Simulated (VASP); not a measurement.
Wanted: the native input for a VASP 6.6.1 run.

| Quantity | Value |
| --- | --- |
| Task | single point |
| Functional | PBE |
| Potentials or basis | VASP PAW PBE potentials, release 64 (Cu, O) |
| Cutoff | 520 eV |
| k mesh | 9 × 9 × 9 |
| Occupations | fermi-dirac, width 0.05 eV |
| Spin | no spin polarisation |
| Dipole correction | no |
| Further INCAR settings | ALGO = Normal; EDIFF = 1e-06; NBANDS = 16 |

The structure of CuO lies in POSCAR:

```
CuO
1.0
    2.5525506100      0.0000000000      0.0000000000
    0.0000000000      2.5525506100      0.0000000000
    0.0000000000      0.0000000000      2.5014995978
Cu O
1 1
Direct
    0.0000000000      0.0000000000      0.0000000000
    0.5000000000      0.5000000000      0.5000000000
```

The input as run:

INCAR

```
PREC = Accurate ; ENCUT = 520
EDIFF = 1E-6 ; ISMEAR = -1
SIGMA = 0.05 ; LREAL = False
LASPH = True ; NELM = 100
ALGO = Normal ; ISIF = 2
LWAVE = False ; LCHARG = False
GGA = PE ; NBANDS = 16
```

KPOINTS

```
regular mesh
0
Gamma
  9 9 9
```

Potentials or basis: VASP PAW PBE potentials, release 64 (Cu, O).

The run is started by

```console
$ cat potpaw_PBE.64/Cu/POTCAR potpaw_PBE.64/O/POTCAR > POTCAR
$ mpirun -np 1 vasp_std > vasp.out
```

It gave:

```
Pressure : 26.9 GPa
```

Caveat: an odd number of electrons without spin polarisation forces a metal; a magnetic or distorted state may lie lower.

It took 8 s on 1 thread of Intel(R) Xeon(R) 6975P-C (Granite Rapids), on a shared host, peak memory 0.13 GiB.
